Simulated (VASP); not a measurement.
Here is a VASP 6.6.1 calculation.

INCAR

```
SYSTEM = Si
  PREC = Accurate
  ENCUT = 520
  EDIFF = 1E-8
  ISMEAR = -1
  SIGMA = 0.08
  LREAL = .False.
  LASPH = .True.
  NELM = 80
  ALGO = Normal
  ISIF = 2
  LWAVE = .False.
  LCHARG = .False.
  GGA = PE
  LEFG = .True.
  ISYM = 0
  NBANDS = 11
```

File KPOINTS:

```
Automatic mesh
0
Gamma
  16 16 11
  0 0 0
```

File POSCAR:

```
Si
1.0
   -2.2054392274      2.3205609996      1.2491936984
    2.2054392274     -2.3205609996      1.2491936984
    2.2054392274      2.3205609996     -1.2491936984
Si
2
Direct
    0.8070000000      0.5570000000      0.2500000000
    0.1930000000      0.4430000000      0.7500000000
```

Potentials or basis: VASP PAW PBE potentials, release 64 (Si).

Run with:

```sh
$ cat potpaw_PBE.64/Si/POTCAR > POTCAR
$ mpirun -np 1 vasp_std > vasp.out
```

What does it give for the band gap on the k mesh?

Zero (bands 4 and 5 overlap by 7.87 eV).

What does it give for the pressure?

27.7 GPa.

Electric field gradients, principal values (V/Å²):
```
atom   least  middle  greatest (by size)
1 Si  10.894  17.420             -28.314
2 Si  10.894  17.420             -28.314
```

Caveat: the stress differs along the axes, from 26 to 31 GPa; without QUAD_EFG the Cq values of the log hold for a quadrupole moment of 1 mb, not for the nuclei.
